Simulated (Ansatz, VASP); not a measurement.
One calculation of GeCN2, two programs

```
Ge C N
1.0
     1.62111    0.93595    5.48679
    -1.62111    0.93595    5.48679
     0.00000   -1.87190    5.48679
Ge C N
1 1 2
Cartesian
  0.0000 0.0000 0.0000
  0.0000 0.0000 8.2302
  0.0000 0.0000 6.8396
  0.0000 0.0000 9.6208
```

Alike in both runs: task single point; functional LDA; k mesh 12 × 12 × 12; occupations gaussian, width 0.05 eV; no spin polarisation.

```csv
,VASP,Ansatz
version,VASP 6.6.1,Ansatz 0.2.0
potentials or method,"VASP PAW LDA potentials, release 64 (Ge_d, C, N), cutoff 520 eV","scalar-relativistic, plane waves, PAW"
valence electrons in the cell,28,28
```

```tsv
	VASP	Ansatz	Ansatz less VASP
gap on the k mesh at the Fermi level (eV)	none	none	-
pressure (GPa)	-24.6	-24.9	-0.26
traceless stress, the component that is largest in VASP (GPa)	-53.45	-54.30	-0.849
rms of the force components (eV/Å)	2.612	2.664	+0.0521
```

LDA's correlation is that of Perdew and Zunger in VASP and of Perdew and Wang (1992) in Ansatz. Atom by atom the forces differ by 0.052 eV/Å (rms over components). A gap of «none» marks a metal or a gap that the smearing closes.
